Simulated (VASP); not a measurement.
Write the native input for VASP 6.6.1 that does the following.

- Task: single point
- Functional: LDA
- Potentials or basis: VASP PAW LDA potentials, release 64 (Si, C)
- Cutoff: 520 eV
- k mesh: 12 × 12 × 6
- Occupations: gaussian, width 0.05 eV
- Spin: no spin polarisation
- Dipole correction: no
- Further INCAR settings: ALGO = Normal; EDIFF = 1e-06; NBANDS = 16

The structure of SiC lies in POSCAR:

```
SiC
1.0
    3.2544142579      0.0000000000      0.0000000000
   -1.6272071290      2.8184054218      0.0000000000
    0.0000000000      0.0000000000      5.1315604019
Si C
2 2
Direct
    0.3333333333      0.6666666667      0.0034440927
    0.6666666667      0.3333333333      0.5034440927
    0.3333333333      0.6666666667      0.3815559073
    0.6666666667      0.3333333333      0.8815559073
```

This cell differs from its parent crystal: volume 11.767 Å^3 an atom, c/a of the conventional cell 1.5768.

These files were run (other wordings do the same):

INCAR

```
SYSTEM = SiC
PREC = Accurate ; ENCUT = 520
EDIFF = 1E-6 ; ISMEAR = 0
SIGMA = 0.05 ; LREAL = .False.
LASPH = .True. ; NELM = 80
ALGO = Normal ; ISIF = 2
LWAVE = .False. ; LCHARG = .False.
NBANDS = 16
```

KPOINTS

```
regular mesh
0
Gamma
  12 12 6
  0 0 0
```

Potentials or basis: VASP PAW LDA potentials, release 64 (Si, C).

Command:

```sh
$ cat potpaw_LDA.64/Si/POTCAR potpaw_LDA.64/C/POTCAR > POTCAR
$ mpirun -np 1 vasp_std > vasp.out
```

Results of the run:

```
Pressure               : -25.0 GPa
Largest force          : 0.004 eV/Å
Band gap on the k mesh : 2.13 eV, indirect (least direct gap 3.08 eV)
```

Wall time 28 s on 1 thread of Intel(R) Xeon(R) Platinum 8175M CPU @ 2.50GHz (Skylake/Cascade Lake), on a shared host, peak memory 0.17 GiB.
